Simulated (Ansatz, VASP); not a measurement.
## Ca3Y in VASP and in Ansatz

```xyz
4
Lattice="0.0000 4.2456 4.2456 4.2456 0.0000 4.2456 4.2456 4.2456 0.0000" Properties=species:S:1:pos:R:3 pbc="T T T"
Ca    2.1228    2.1228    2.1228
Ca    6.3683    6.3683    6.3683
Ca    4.2456    4.2456    4.2456
Y     0.0000    0.0000    0.0000
```

Alike in both runs: task single point; functional LDA; k mesh 3 × 3 × 3; occupations fermi-dirac, width 0.05 eV; no spin polarisation.

|  | VASP | Ansatz |
| --- | --- | --- |
| version | VASP 6.6.1 | Ansatz 0.2.0 |
| potentials or method | VASP PAW LDA potentials, release 64 (Ca_sv, Y_sv) | plane waves, PAW |
| plane-wave cutoff (eV) | 520 | 420 |
| valence electrons in the cell | 41 | 41 |

```csv
,VASP,Ansatz,Ansatz less VASP
pressure (GPa),-2.2,-2.2,+0.01
```

LDA's correlation is that of Perdew and Zunger in VASP and of Perdew and Wang (1992) in Ansatz.

The k mesh is coarse, so the values compare programs but aren't converged.
